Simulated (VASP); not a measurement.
# HfSi2B2 (P6/mmm) in VASP: further runs

The runs below take HfSi2B2 through single point, relaxation of cell and atoms, with PBE.

All numbers are computed with VASP 6.6.1; they aren't measurements. Logs are shortened: lines on timing, memory, paths and dates and some standing lists are left out, and cuts for length are marked.

## Step 1: The cell of the first run

It takes space group P6/mmm (No. 191, hexagonal). The conventional cell has a = 3.472 Å, b = 3.472 Å, c = 6.779 Å, α = 90.00°, β = 90.00°, γ = 120.00°. Hf (site symmetry 6/mmm) has 6 B at 2.00 Å and 2 Si at 2.46 Å within 2.7 Å. Si (site symmetry 6mm) has 1 Si at 1.85 Å and 1 Hf at 2.46 Å within 2.5 Å. Within 2.7 Å of B (site symmetry -6m2) lie 3 B at 2.00 Å and 3 Hf at 2.00 Å.

The cell was built from a structure type or drawn by symmetry, and may not be a known phase.

## Step 2: Single point, PBE

File INCAR:

```
PREC = Accurate ; ENCUT = 520
EDIFF = 1E-6 ; ISMEAR = 0
SIGMA = 0.1 ; LREAL = False
LASPH = True ; NELM = 60
ALGO = Normal ; ISIF = 2
LWAVE = False ; LCHARG = True
GGA = PE ; LELF = True
LVHAR = True ; NBANDS = 20
```

File KPOINTS:

```
regular mesh
0
Gamma
  6 6 4
```

File POSCAR:

```
HfSi2B2
1.0
    3.4721177700      0.0000000000      0.0000000000
   -1.7360588800      3.0069421900      0.0000000000
    0.0000000000      0.0000000000      6.7785570700
Hf Si B
1 2 2
Direct
    0.0000000000      0.0000000000      0.0000000000
    0.0000000000      0.0000000000      0.6364517000
    0.0000000000      0.0000000000      0.3635483000
    0.3333333300      0.6666666700      0.0000000000
    0.6666666700      0.3333333300      0.0000000000
```

Potentials or basis: VASP PAW PBE potentials, release 64 (Hf_pv, Si, B).

Started as:

```console
$ cat potpaw_PBE.64/Hf_pv/POTCAR potpaw_PBE.64/Si/POTCAR potpaw_PBE.64/B/POTCAR > POTCAR
$ mpirun -np 1 vasp_std > vasp.out
```

OUTCAR:

```text
PREC = Accurate
   ENCUT = 520
   EDIFF = 1E-6
   ISMEAR = 0
   LREAL = False
   LASPH = True
   NELM = 60
   ISIF = 2
   GGA = PE

 ion  position               nearest neighbor table
   1  0.000  0.000  0.000-   4 2.00   5 2.00   4 2.00   5 2.00   5 2.00   4 2.00   2 2.46   3 2.46

   2  0.000  0.000  0.636-   3 1.85   1 2.46
   3  0.000  0.000  0.364-   2 1.85   1 2.46
   4  0.333  0.667  0.000-   5 2.00   1 2.00   5 2.00   1 2.00   1 2.00   5 2.00
   5  0.667  0.333  0.000-   4 2.00   1 2.00   4 2.00   1 2.00   1 2.00   4 2.00

  LATTYP: Found a hexagonal cell.
 ALAT       =     3.4721177700
 C/A-ratio  =     1.9522831652

  Lattice vectors:

 A1 = (   3.4721177700,   0.0000000000,   0.0000000000)
 A2 = (  -1.7360588800,   3.0069421900,   0.0000000000)
 A3 = (   0.0000000000,   0.0000000000,   6.7785570700)

Analysis of symmetry for initial positions (statically):
=====================================================================
 Subroutine PRICEL returns:
 Original cell was already a primitive cell.

 Routine SETGRP: Setting up the symmetry group for a
 hexagonal supercell.

 Subroutine GETGRP returns: Found 24 space group operations
 (whereof 24 operations were pure point group operations)
 out of a pool of 24 trial point group operations.

The static configuration has the point symmetry D_6h.

Analysis of symmetry for dynamics (positions and initial velocities):
=====================================================================
 Subroutine PRICEL returns:
 Original cell was already a primitive cell.

 Routine SETGRP: Setting up the symmetry group for a
 hexagonal supercell.

 Subroutine GETGRP returns: Found 24 space group operations
 (whereof 24 operations were pure point group operations)
 out of a pool of 24 trial point group operations.

The dynamic configuration has the point symmetry D_6h.

 Subroutine INISYM returns: Found 24 space group operations
 (whereof 24 operations are pure point group operations),
 and found     1 'primitive' translations

----------------------------------------------------------------------------------------

                                     Primitive cell

  volume of cell :      70.7712

  direct lattice vectors                    reciprocal lattice vectors
     3.472117770  0.000000000  0.000000000     0.288008664  0.166281879  0.000000000
    -1.736058880  3.006942190  0.000000000     0.000000000  0.332563760  0.000000000
     0.000000000  0.000000000  6.778557070     0.000000000  0.000000000  0.147524022

  length of vectors
     3.472117770  3.472117764  6.778557070     0.332563759  0.332563760  0.147524022

  position of ions in fractional coordinates (direct lattice)
     0.000000000  0.000000000  0.000000000
     0.000000000  0.000000000  0.636451700
     0.000000000  0.000000000  0.363548300
     0.333333330  0.666666670  0.000000000
     0.666666670  0.333333330  0.000000000

  ion indices of the primitive-cell ions
   primitive index   ion index
                 1           1
                 2           2
                 3           3
                 4           4
                 5           5

----------------------------------------------------------------------------------------

 KPOINTS: regular mesh

Automatic generation of k-mesh.
 Grid dimensions read from file:
 generate k-points for:    6    6    4

 Generating k-lattice:

  Cartesian coordinates                     Fractional coordinates (reciprocal lattice)
     0.048001444  0.027713647  0.000000000     0.166666667 -0.000000000  0.000000000
     0.000000000  0.055427293  0.000000000     0.000000000  0.166666667  0.000000000
     0.000000000  0.000000000  0.036881005     0.000000000  0.000000000  0.250000000

  Length of vectors
     0.055427293  0.055427293  0.036881005

  Shift w.r.t. Gamma in fractional coordinates (k-lattice)
     0.000000000  0.000000000  0.000000000

 Subroutine IBZKPT returns following result:
 ===========================================

 Found     21 irreducible k-points:

 Following reciprocal coordinates:
            Coordinates               Weight
  0.000000  0.000000  0.000000      1.000000
  0.166667 -0.000000  0.000000      6.000000
  0.333333  0.000000  0.000000      6.000000
  0.500000 -0.000000  0.000000      3.000000
  0.166667  0.166667  0.000000      6.000000
  0.333333  0.166667  0.000000     12.000000
[... 13 lines left out ...]
  0.333333  0.166667  0.500000     12.000000
  0.333333  0.333333  0.500000      2.000000
   k-points           NKPTS =     21   k-points in BZ     NKDIM =     21   number of bands    NBANDS=     20
   number of dos      NEDOS =    301   number of ions     NIONS =      5
   total plane-waves  NPLWV =  39200
   dimension x,y,z NGX =    28 NGY =   28 NGZ =   50
   dimension x,y,z NGXF=    56 NGYF=   56 NGZF=  100
   ions per type =               1   2   2
   NGX,Y,Z   is equivalent  to a cutoff of  13.41, 13.41, 12.26 a.u.
   NGXF,Y,Z  is equivalent  to a cutoff of  26.81, 26.81, 24.53 a.u.
 SYSTEM =  unknown system
   PREC   = accura    normal or accurate (medium, high low for compatibility)
   ISTART =      0    job   : 0-new  1-cont  2-samecut
   ICHARG =      2    charge: 1-file 2-atom 10-const
   ISPIN  =      1    spin polarized calculation?
   LNONCOLLINEAR =      F non collinear calculations
   LSORBIT =      F    spin-orbit coupling
   LASPH  =      T    aspherical Exc in radial PAW
   ENCUT  =  520.0 eV  38.22 Ry    6.18 a.u.   6.46  6.46 12.60*2*pi/ulx,y,z
   NELM   =     60;   NELMIN=  2; NELMDL= -5     # of ELM steps
   EDIFF  = 0.1E-05   stopping-criterion for ELM
   LREAL  =      F    real-space projection
   EDIFFG = 0.1E-04   stopping-criterion for IOM
   NSW    =      0    number of steps for IOM
   IBRION =     -1    ionic relax: 0-MD 1-quasi-New 2-CG
   NFREE  =      0    steps in history (QN), initial steepest desc. (CG)
   ISIF   =      2    stress and relaxation
   ISYM   =      2    0-nonsym 1-usesym 2-fastsym
   POTIM  = 0.5000    time-step for ionic-motion
   TEBEG  =    0.0;   TEEND  =   0.0 temperature during run
   PSTRESS=    0.0 pullay stress
   NELECT =      24.0000    total number of electrons
   NUPDOWN=      -1.0000    fix difference up-down
   EMIN   =  10.00;   EMAX   =-10.00  energy-range for DOS
   EFERMI =   0.00;   METHOD = LEGACY
   ISMEAR =     0;   SIGMA  =   0.10  broadening in eV -4-tet -1-fermi 0-gaus
   EFERMI_NEDOS =   21; number of points for ismear=-14 and -15
   IALGO  =     38    algorithm
   IMIX   =      4    mixing-type and parameters
     AMIX     =   0.40;   BMIX     =  1.00
     AMIX_MAG =   1.60;   BMIX_MAG =  1.00
  volume/ion in A,a.u.               =      14.15        95.52
  Fermi-wavevector in a.u.,A,eV,Ry     =   1.141632  2.157373 17.732809  1.303325
  Thomas-Fermi vector in A             =   2.278332
   LORBIT       =      0    0 simple, 1 ext, 2 COOP (PROOUT), +10 PAW based schemes
   GGA     = PE    functional components
   LHFCALC =     F    Hartree Fock is set to
   AEXX    =    0.0000 exact exchange contribution
   IVDW    =     0    specifies the selected vdW correction
   LEPSILON=     F    determine dielectric tensor
   LRPA    =     F    only Hartree local field effects (RPA)
 non-spin polarized calculation
 Gauss-broadening in eV      SIGMA  =   0.10
  energy-cutoff  :      520.00
  volume of cell :       70.77
 maximum number of plane-waves:      1934
 NGX is ok and might be reduce to    28
   NGX = 13   NGY = 13   NGZ = 25

 number of electron      23.9999999 magnetization

 Free energy of the ion-electron system (eV)
  ---------------------------------------------------
  ext. energy  EPLUGINS =         0.00000000
  ---------------------------------------------------
  free energy    TOTEN  =       -23.12517667 eV

  energy without entropy =      -23.09867799  energy(sigma->0) =      -23.11192733

 E-fermi :   6.0252     XC(G=0): -10.6696

 val. band max:        6.0228121643   @ k =   0.3333   0.0000   0.5000
 cond. band min:       6.1305401356   @ k =   0.1667  -0.0000   0.2500
 fundamental gap:      0.1077279713
 Fermi energy:         6.0251795992

 k-point     1 :       0.0000    0.0000    0.0000
  band No.  band energies     occupation
      1     -23.7899      2.00000
      2     -23.7899      2.00000
      3     -23.2584      2.00000
      4      -6.3436      2.00000
      5      -4.4819      2.00000
      6      -0.8236      2.00000
[... 12 lines left out ...]
     19      13.3664      0.00000
     20      13.8621      0.00000

 k-point     2 :       0.1667   -0.0000    0.0000
  band No.  band energies     occupation
      1     -23.9242      2.00000
      2     -23.8341      2.00000
      3     -23.2406      2.00000
      4      -5.7627      2.00000
      5      -4.1165      2.00000
      6      -0.9480      2.00000
[... 12 lines left out ...]
     19      12.1626      0.00000
     20      12.6740      0.00000

 k-point     3 :       0.3333    0.0000    0.0000
  band No.  band energies     occupation
      1     -24.1807      2.00000
      2     -23.9208      2.00000
      3     -23.2048      2.00000
      4      -4.4571      2.00000
      5      -3.2563      2.00000
      6      -0.9882      2.00000
[... 12 lines left out ...]
     19      11.6285      0.00000
     20      13.3104      0.00000

 k-point     4 :       0.5000   -0.0000    0.0000
  band No.  band energies     occupation
      1     -24.3035      2.00000
      2     -23.9635      2.00000
      3     -23.1867      2.00000
      4      -3.6650      2.00000
      5      -2.8052      2.00000
      6      -0.7438      2.00000
[... 12 lines left out ...]
     19      11.9546      0.00000
     20      12.9250      0.00000

 k-point     5 :       0.1667    0.1667    0.0000
  band No.  band energies     occupation
      1     -24.0965      2.00000
      2     -23.9221      2.00000
      3     -23.2137      2.00000
      4      -4.7680      2.00000
      5      -3.4394      2.00000
      6      -1.1261      2.00000
[... 12 lines left out ...]
     19      12.4207      0.00000
     20      12.4875      0.00000

 k-point     6 :       0.3333    0.1667    0.0000
  band No.  band energies     occupation
      1     -24.2479      2.00000
      2     -24.0234      2.00000
      3     -23.1868      2.00000
      4      -3.4806      2.00000
      5      -2.5243      2.00000
      6      -0.9824      2.00000
[... 12 lines left out ...]
     19      12.3373      0.00000
     20      12.5579      0.00000

 k-point     7 :       0.3333    0.3333    0.0000
  band No.  band energies     occupation
      1     -24.1789      2.00000
      2     -24.1789      2.00000
      3     -23.1778      2.00000
      4      -2.8904      2.00000
      5      -1.0243      2.00000
      6      -1.0243      2.00000
[... 12 lines left out ...]
     19      12.9471      0.00000
     20      13.6031      0.00000
[... 208 lines left out ...]
 k-point    17 :       0.3333    0.0000    0.5000
  band No.  band energies     occupation
      1     -24.1807      2.00000
      2     -23.9209      2.00000
      3     -23.2050      2.00000
      4      -4.1364      2.00000
      5      -3.6241      2.00000
      6      -1.0294      2.00000
[... 12 lines left out ...]
     19      11.1414      0.00000
     20      11.6917      0.00000

 k-point    18 :       0.5000   -0.0000    0.5000
  band No.  band energies     occupation
      1     -24.3035      2.00000
      2     -23.9635      2.00000
      3     -23.1870      2.00000
      4      -3.4170      2.00000
      5      -2.9656      2.00000
      6      -0.6428      2.00000
[... 12 lines left out ...]
     19      10.6156      0.00000
     20      11.2652      0.00000

 k-point    19 :       0.1667    0.1667    0.5000
  band No.  band energies     occupation
      1     -24.0965      2.00000
      2     -23.9220      2.00000
      3     -23.2140      2.00000
      4      -4.4281      2.00000
      5      -3.8812      2.00000
      6      -1.1229      2.00000
[... 12 lines left out ...]
     19      11.1141      0.00000
     20      11.8307      0.00000

 k-point    20 :       0.3333    0.1667    0.5000
  band No.  band energies     occupation
      1     -24.2479      2.00000
      2     -24.0234      2.00000
      3     -23.1870      2.00000
      4      -3.0206      2.00000
      5      -2.9364      2.00000
      6      -0.9710      2.00000
[... 12 lines left out ...]
     19      11.0206      0.00000
     20      13.5608      0.00000

 k-point    21 :       0.3333    0.3333    0.5000
  band No.  band energies     occupation
      1     -24.1789      2.00000
      2     -24.1789      2.00000
      3     -23.1780      2.00000
      4      -2.6618      2.00000
      5      -0.9926      2.00000
      6      -0.9926      2.00000
[... 12 lines left out ...]
     19      13.4370      0.00000
     20      13.4370      0.00000

------------------------ aborting loop because EDIFF is reached ----------------------------------------

  FORCE on cell =-STRESS in cart. coord.  units (eV):
  Direction    XX          YY          ZZ          XY          YZ          ZX
  --------------------------------------------------------------------------------------
  -------------------------------------------------------------------------------------
  Total       22.1600789     22.1600789     30.1780000      0.0000000     -0.0000000     -0.0000000
  in kB      501.6780527    501.6780514    683.1943297      0.0000008     -0.0000000     -0.0000000
  external PRESSURE =     562.1834779 kB  Pullay stress =       0.0000000 kB

 VOLUME and BASIS-vectors are now :
 -----------------------------------------------------------------------------
  energy-cutoff  :      520.00
  volume of cell :       70.77
      direct lattice vectors                 reciprocal lattice vectors
     3.472117770  0.000000000  0.000000000     0.288008664  0.166281879  0.000000000
    -1.736058880  3.006942190  0.000000000     0.000000000  0.332563760  0.000000000
     0.000000000  0.000000000  6.778557070     0.000000000  0.000000000  0.147524022

 POSITION                                       TOTAL-FORCE (eV/Angst)
 -----------------------------------------------------------------------------------
      0.00000      0.00000      0.00000        -0.000000     -0.000000      0.000000
      0.00000      0.00000      4.31422        -0.000000     -0.000000      7.841594
      0.00000      0.00000      2.46433        -0.000000     -0.000000     -7.841594
     -0.00000      2.00463      0.00000         0.000000     -0.000000      0.000000
      1.73606      1.00231      0.00000        -0.000000      0.000000      0.000000
 -----------------------------------------------------------------------------------
    total drift:                               -0.000000     -0.000000     -0.000000

  FREE ENERGIE OF THE ION-ELECTRON SYSTEM (eV)
  ---------------------------------------------------
  free  energy   TOTEN  =       -23.1251766703 eV

  energy  without entropy=      -23.0986779851  energy(sigma->0) =      -23.11192733
```

Run time: 17 s. Hardware: 1 thread of Intel Xeon 6975P-C (Granite Rapids), shared host; peak memory 0.2 GiB.

Results:

```yaml
Free_energy: -23.1252 eV
Pressure: 56.2 GPa
Largest_force: 7.842 eV/Å
Band_gap_on_the_k_mesh: zero (bands 12 and 13 overlap by 4.40 eV)
```

Forces in eV/Å, atoms in the order of the input:
```
Hf   0.000  0.000  0.000
Si   0.000  0.000  7.842
Si   0.000  0.000 -7.842
B    0.000  0.000  0.000
B    0.000  0.000  0.000
```

Caveat: the cell stands under pressure; spin-orbit coupling is left out, which moves the levels of the heavy elements; forces of over 1 eV/Å act on the atoms, so gaps and moduli don't describe the material at rest.

## Step 3: Single point, PBE

This run uses another cell than the first one, of 20.36 Å³/atom.

File INCAR:

```
SYSTEM = HfSi2B2
PREC = Accurate
ENCUT = 520
EDIFF = 1E-6
ISMEAR = 0
SIGMA = 0.1
LREAL = .FALSE.
LASPH = .TRUE.
NELM = 60
ALGO = Normal
ISIF = 2
LWAVE = .FALSE.
LCHARG = .TRUE.
GGA = PE
LELF = .TRUE.
LVHAR = .TRUE.
NBANDS = 20
```

File KPOINTS:

```
Automatic mesh
0
G
  6 6 4
  0 0 0
```

File POSCAR:

```
HfSi2B2
1.0
    3.9317869676     -0.0000000033      0.0000000000
   -1.9658934810      3.4050273979      0.0000000000
    0.0000000000      0.0000000000      7.6031881492
Hf Si B
1 2 2
Direct
    0.0000000000      0.0000000000      0.0000000000
    0.0000000000      0.0000000000      0.6456748968
    0.0000000000      0.0000000000      0.3543251032
    0.3333333333      0.6666666667      0.0000000000
    0.6666666667      0.3333333333      0.0000000000
```

Potentials or basis: VASP PAW PBE potentials, release 64 (Hf_pv, Si, B).

Started as:

```console
$ cat potpaw_PBE.64/Hf_pv/POTCAR potpaw_PBE.64/Si/POTCAR potpaw_PBE.64/B/POTCAR > POTCAR
$ mpirun -np 1 vasp_std > vasp.out
```

Run time: 24 s. Hardware: 1 thread of Intel Xeon 6975P-C (Granite Rapids), shared host; peak memory 0.24 GiB.

The run converged. Its results:

```
Free energy            : -27.4954 eV
Pressure               : 0.1 GPa
Largest force          : 0.016 eV/Å
Band gap on the k mesh : zero (bands 12 and 13 overlap by 2.86 eV)
```

Forces on the atoms (eV/Å):
```
Hf   0.000  0.000  0.000
Si   0.000  0.000 -0.016
Si   0.000  0.000  0.016
B    0.000  0.000  0.000
B    0.000  0.000  0.000
```

Stress tensor (GPa, compression positive):
```
0.02 0.00 0.00
0.00 0.02 0.00
0.00 0.00 0.28
```

Levels at points of the mesh, in eV from the Fermi level:
```
           k point  band 10  band 11  band 12  band 13  band 14  band 15
(0.00, 0.00, 0.00)    -0.94    -0.27     1.20     1.20     1.57     1.57
(0.50, 0.00, 0.00)    -2.42    -2.17    -0.95     0.44     0.47     0.77
(0.00, 0.00, 0.50)    -0.27     0.74     0.74     1.05     1.70     3.01
(0.50, 0.00, 0.50)    -1.48    -1.19    -1.03    -0.17     0.35     0.44
```

Caveat: spin-orbit coupling is left out, which moves the levels of the heavy elements.

[end of part 1 of 2]
